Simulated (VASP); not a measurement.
Input of a VASP 6.6.1 run:

The input INCAR:

```
  ALGO = Normal
  EDIFF = 1E-6
  ENCUT = 520
  GGA = PS
  ISIF = 2
  ISMEAR = 0
  ISPIN = 2
  LASPH = True
  LCHARG = False
  LMAXMIX = 4
  LORBIT = 11
  LREAL = Auto
  LWAVE = False
  MAGMOM = 0.25 0.25 0 0 0.25 0 0 0 0.25 0 0 0 0 0 0 0 0 0 0 0 0 0 0 0
  NBANDS = 112
  NELECT = 181.0
  NELM = 150
  PREC = Accurate
  SIGMA = 0.01
```

KPOINTS

```
k-points
0
Gamma
  2 2 2
```

POSCAR

```
Hf3O5
1.0
   -4.8301248088     -4.8301248088      0.0000000000
   -4.8301248088      4.8301248088      0.0000000000
    4.8301248088      0.0000000000     -6.4194329124
Hf O
9 15
Direct
    0.2387118418      0.2601237383      0.4984794372
   -0.0085561417      0.0125513663      0.0041248550
    0.7287062343      0.7503982378      0.5045094605
    0.4755245946      0.4973879356     -0.0019079920
    0.0389216340      0.6286439931      0.2512612369
    0.8590751817      0.3810971732      0.7523579908
    0.6815722300      0.1305031418      0.2512720613
    0.3577572981      0.8803659151      0.7502949662
    0.3554374909      0.8765101499      0.2514704595
    0.8398087102      0.6828130400      0.7526406917
    0.6177732360      0.4286137151      0.2513074232
    0.3384433082      0.1816782662      0.7500885102
    0.4106936845      0.7571806028      0.4841494067
    0.1779615462      0.5244728153      0.0186492730
    0.9606321118      0.2977766191      0.5299687699
    0.6818699623      0.0190926709     -0.0274583069
    0.0405930729      0.7321715240      0.5258803878
    0.7659708247      0.4577090993     -0.0233638033
    0.5485972336      0.2184821723      0.4847944883
    0.3151773485     -0.0150588725      0.0179825760
    0.1215739822      0.3356481351      0.2512505719
    0.8826006849      0.0725272808      0.7424503396
    0.6928556232      0.8176698004      0.2513881138
    0.3913432379      0.5815714915      0.7602770102
```

Potentials or basis: VASP PAW PBE potentials, release 64 (Hf_pv, O).

The run is started by

```sh
$ cat potpaw_PBE.64/Hf_pv/POTCAR potpaw_PBE.64/O/POTCAR > POTCAR
$ mpirun -np 1 vasp_std > vasp.out
```

Task: Predict the net moment.

Result: 0.75 μB per cell.

Task: Estimate the site moments.

Result: Hf +0.09, +0.00, +0.08, +0.03, +0.15, +0.05 (each value once); O -0.00, +0.00, +0.01 (each value once) μB.

Task: Estimate the largest force.

Result: 0.108 eV/Å.

Forces in eV/Å, atoms in the order of the input:
```
Hf  -0.019  0.053 -0.089
Hf  -0.025  0.057  0.085
Hf  -0.053 -0.075 -0.028
Hf  -0.054 -0.077  0.022
Hf   0.047 -0.097  0.000
Hf   0.005 -0.018  0.001
Hf   0.023  0.044  0.002
Hf   0.003 -0.027 -0.005
Hf  -0.015 -0.027 -0.001
O   -0.023 -0.001  0.004
O   -0.041  0.035  0.001
O   -0.026  0.001  0.002
O   -0.022  0.045  0.001
O   -0.023  0.047  0.000
O    0.049  0.000  0.016
O    0.050  0.000 -0.018
O   -0.062  0.011  0.005
O   -0.059  0.013 -0.005
O    0.004 -0.028  0.009
O    0.003 -0.031 -0.005
O    0.070 -0.009  0.001
O    0.046  0.013  0.007
O    0.084  0.056  0.001
O    0.037  0.015 -0.006
```

Caveat: the k points lie up to 0.52 Å⁻¹ apart; the cell carries a net charge on a neutralising background, which shifts energy and pressure; the PAW data sets were made with another functional, which shifts forces and pressure a little.
